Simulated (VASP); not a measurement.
# Pb (P6_3/mmc) in VASP: notebook, part 2 of 2

VASP 6.6.1. Earlier steps stand in the parts before.

**5. Single point, r2SCAN**

This run uses another cell than the first one, of 30.80 Å³/atom.

POSCAR reads:

```
Pb
1.0
    3.5670000000      0.0000000000      0.0000000000
   -1.7835000000      3.0891122000      0.0000000000
    0.0000000000      0.0000000000      5.5900000000
Pb
2
Direct
    0.3333333333      0.6666666667      0.2500000000
    0.6666666667      0.3333333333      0.7500000000
```

INCAR.step1 reads:

```
SYSTEM = Pb
  PREC = Accurate
  ENCUT = 520
  ISMEAR = 1
  SIGMA = 0.1
  LREAL = .False.
  LASPH = .True.
  NELM = 60
  NBANDS = 21
  GGA = PE
  ALGO = Normal
  EDIFF = 1E-4
  LWAVE = .True.
  LCHARG = .False.
```

INCAR.step2 reads:

```
SYSTEM = Pb
  PREC = Accurate
  ENCUT = 520
  EDIFF = 1E-6
  ISMEAR = 1
  SIGMA = 0.1
  LREAL = .False.
  LASPH = .True.
  NELM = 60
  ALGO = Normal
  ISIF = 2
  LWAVE = .False.
  LCHARG = .False.
  METAGGA = R2SCAN
  LMIXTAU = .True.
  NBANDS = 21
  ISTART = 1
```

KPOINTS reads:

```
regular mesh
0
Gamma
  11 11 6
  0 0 0
```

Potentials or basis: VASP PAW PBE potentials, release 64 (Pb_d).

Run with:

```console
cat potpaw_PBE.64/Pb_d/POTCAR > POTCAR
cp INCAR.step1 INCAR
mpirun -np 1 vasp_std > vasp.out
cp INCAR.step2 INCAR
mpirun -np 1 vasp_std > vasp.out
```

OUTCAR:

```text
SYSTEM = Pb
   PREC = Accurate
   ENCUT = 520
   EDIFF = 1E-6
   ISMEAR = 1
   LREAL = .False.
   LASPH = .True.
   NELM = 60
   ISIF = 2
   METAGGA = R2SCAN
   ISTART = 1

 ion  position               nearest neighbor table
   1  0.333  0.667  0.250-   2 3.47   2 3.47   2 3.47   2 3.47   2 3.47   2 3.47
   2  0.667  0.333  0.750-   1 3.47   1 3.47   1 3.47   1 3.47   1 3.47   1 3.47

  LATTYP: Found a hexagonal cell.
 ALAT       =     3.5670000000
 C/A-ratio  =     1.5671432576

  Lattice vectors:

 A1 = (   3.5670000000,   0.0000000000,   0.0000000000)
 A2 = (  -1.7835000000,   3.0891122000,   0.0000000000)
 A3 = (   0.0000000000,   0.0000000000,   5.5900000000)

Analysis of symmetry for initial positions (statically):
=====================================================================
 Subroutine PRICEL returns:
 Original cell was already a primitive cell.

 Routine SETGRP: Setting up the symmetry group for a
 hexagonal supercell.

 Subroutine GETGRP returns: Found 24 space group operations
 (whereof 12 operations were pure point group operations)
 out of a pool of 24 trial point group operations.

[... 156 lines left out ...]

 Free energy of the ion-electron system (eV)
  ---------------------------------------------------
  ext. energy  EPLUGINS =         0.00000000
  ---------------------------------------------------
  free energy    TOTEN  =      -112.52151200 eV

  energy without entropy =     -112.52141044  energy(sigma->0) =     -112.52147815

 E-fermi :   6.9742     XC(G=0): -10.8420

 val. band max:        6.9571532434   @ k =   0.1818   0.1818   0.0000
 cond. band min:       7.0137311186   @ k =   0.1818   0.1818   0.1667
 fundamental gap:      0.0565778752
 Fermi energy:         6.9742034738

 k-point     1 :       0.0000    0.0000    0.0000
  band No.  band energies     occupation
      1     -10.6961      2.00000
      2     -10.6446      2.00000
      3     -10.6446      2.00000
      4     -10.6421      2.00000
      5     -10.6206      2.00000
      6     -10.6206      2.00000
[... 565 lines left out ...]
     20      16.6907      0.00000
     21      17.4958      0.00000

 [... further k-points ...]
[... 5 lines left out ...]
  --------------------------------------------------------------------------------------
  -------------------------------------------------------------------------------------
  Total       -0.2185463     -0.2185463      0.7875950      0.0000000      0.0000000      0.0000000
  in kB       -5.6846727     -5.6846712     20.4863658      0.0000000      0.0000000      0.0000000
  external PRESSURE =       3.0390073 kB  Pullay stress =       0.0000000 kB

 VOLUME and BASIS-vectors are now :
 -----------------------------------------------------------------------------
  energy-cutoff  :      520.00
  volume of cell :       61.60
      direct lattice vectors                 reciprocal lattice vectors
     3.567000000  0.000000000  0.000000000     0.280347631  0.161858802  0.000000000
    -1.783500000  3.089112200  0.000000000     0.000000000  0.323717604  0.000000000
     0.000000000  0.000000000  5.590000000     0.000000000  0.000000000  0.178890877

 POSITION                                       TOTAL-FORCE (eV/Angst)
 -----------------------------------------------------------------------------------
     -0.00000      2.05941      1.39750         0.000000      0.000000      0.000000
      1.78350      1.02970      4.19250        -0.000000     -0.000000      0.000000
 -----------------------------------------------------------------------------------
    total drift:                               -0.000000      0.000000      0.000000

  FREE ENERGIE OF THE ION-ELECTRON SYSTEM (eV)
  ---------------------------------------------------
  free  energy   TOTEN  =      -112.5215120045 eV

  energy  without entropy=     -112.5214104431  energy(sigma->0) =     -112.52147815
```

OUTCAR.step1:

```text
SYSTEM = Pb
   PREC = Accurate
   ENCUT = 520
   ISMEAR = 1
   LREAL = .False.
   LASPH = .True.
[... 801 lines left out ...]
     -0.00000      2.05941      1.39750        -0.000000     -0.000000      0.000000
      1.78350      1.02970      4.19250         0.000000      0.000000      0.000000
 -----------------------------------------------------------------------------------
    total drift:                               -0.000000      0.000000      0.000000

  FREE ENERGIE OF THE ION-ELECTRON SYSTEM (eV)
  ---------------------------------------------------
  free  energy   TOTEN  =        -7.0820178323 eV

  energy  without entropy=       -7.0817708802  energy(sigma->0) =       -7.08193551
```

Run time: 8.2 min. Hardware: 1 thread of Intel Xeon 8259CL, shared host; peak memory 0.23 GiB.

What came out:

* Free energy: -112.5215 eV
* Pressure: 0.3 GPa
* Band gap on the k mesh: zero (bands 14 and 15 overlap by 7.07 eV)

Stress tensor (GPa, compression positive):
```
-0.57  0.00  0.00
 0.00 -0.57  0.00
 0.00  0.00  2.05
```

Caveat: the PAW data sets were made with another functional, which shifts forces and pressure a little; spin-orbit coupling is left out, which moves the levels of the heavy elements.

**6. Single point, r2SCAN**

This run uses another cell than the first one, of 32.32 Å³/atom.

POSCAR reads:

```
Pb
1.0
    3.6540000000      0.0000000000      0.0000000000
   -1.8270000000      3.1644564000      0.0000000000
    0.0000000000      0.0000000000      5.5900000000
Pb
2
Direct
    0.3333333333      0.6666666667      0.2500000000
    0.6666666667      0.3333333333      0.7500000000
```

INCAR.step1 reads:

```
SYSTEM = Pb
PREC = Accurate ; ENCUT = 520
ISMEAR = 1 ; SIGMA = 0.1
LREAL = .False. ; LASPH = .True.
NELM = 80 ; NBANDS = 21
GGA = PE ; ALGO = Normal
EDIFF = 1E-4 ; LWAVE = .True.
LCHARG = .False.
```

INCAR.step2 reads:

```
SYSTEM = Pb
PREC = Accurate ; ENCUT = 520
EDIFF = 1E-7 ; ISMEAR = 1
SIGMA = 0.1 ; LREAL = .False.
LASPH = .True. ; NELM = 80
ALGO = Normal ; ISIF = 2
LWAVE = .False. ; LCHARG = .False.
METAGGA = R2SCAN ; LMIXTAU = .True.
NBANDS = 21 ; ISTART = 1
```

KPOINTS reads:

```
Automatic mesh
0
Gamma
  11 11 6
  0 0 0
```

Potentials or basis: VASP PAW PBE potentials, release 64 (Pb_d).

Run with:

```console
cat potpaw_PBE.64/Pb_d/POTCAR > POTCAR
cp INCAR.step1 INCAR
mpirun -np 1 vasp_std > vasp.out
cp INCAR.step2 INCAR
mpirun -np 1 vasp_std > vasp.out
```

It took 9.3 min on 1 thread of Intel Xeon 8259CL, shared host; peak memory 0.23 GiB.

Results (log left out):

```
Free energy            : -112.4936 eV
Pressure               : -1.6 GPa
Band gap on the k mesh : zero (bands 14 and 15 overlap by 6.48 eV)
```

Stress tensor (GPa, compression positive):
```
-2.53  0.00  0.00
 0.00 -2.53  0.00
 0.00  0.00  0.39
```

Levels at points of the mesh, in eV from the Fermi level:
| k point | band 10 | band 11 | band 12 | band 13 | band 14 | band 15 | band 16 | band 17 | band 18 | band 19 |
| --- | --- | --- | --- | --- | --- | --- | --- | --- | --- | --- |
| (0.00, 0.00, 0.00) | -17.42 | -11.84 | -7.84 | -3.88 | 4.72 | 4.72 | 6.67 | 6.67 | 8.21 | 8.30 |
| (0.00, 0.00, 0.50) | -17.47 | -10.53 | -10.53 | 1.47 | 1.47 | 5.67 | 5.67 | 5.67 | 5.67 | 9.17 |

Caveat: the PAW data sets were made with another functional, which shifts forces and pressure a little; spin-orbit coupling is left out, which moves the levels of the heavy elements.

**7. Summary**

```tsv
cell	gap on the mesh (eV)	pressure (GPa)
a = 3.306, b = 3.306, c = 5.590 Å, angles 90.0, 90.0, 120.0°, 2 atoms	none	10.2
a = 3.393, b = 3.393, c = 5.590 Å, angles 90.0, 90.0, 120.0°, 2 atoms	none	5.8
a = 3.480, b = 3.480, c = 5.590 Å, angles 90.0, 90.0, 120.0°, 2 atoms	none	2.6
a = 3.567, b = 3.567, c = 5.590 Å, angles 90.0, 90.0, 120.0°, 2 atoms	none	0.3
a = 3.654, b = 3.654, c = 5.590 Å, angles 90.0, 90.0, 120.0°, 2 atoms	none	-1.6
```

Alike in all rows: task single point; level r2SCAN; potentials or basis VASP PAW PBE potentials, release 64 (Pb_d); no spin polarisation; k mesh 11 × 11 × 6; cutoff (eV) 520; smearing methfessel-paxton 0.1 eV.

Caveats: the PAW data sets were made with another functional, which shifts forces and pressure a little; spin-orbit coupling is left out, which moves the levels of the heavy elements; the cell stands under pressure (at least some runs).

Absolute energies hang on the potentials; compare differences alone.

The gap in the log of VASP goes by the Fermi energy; the results here count the filled bands.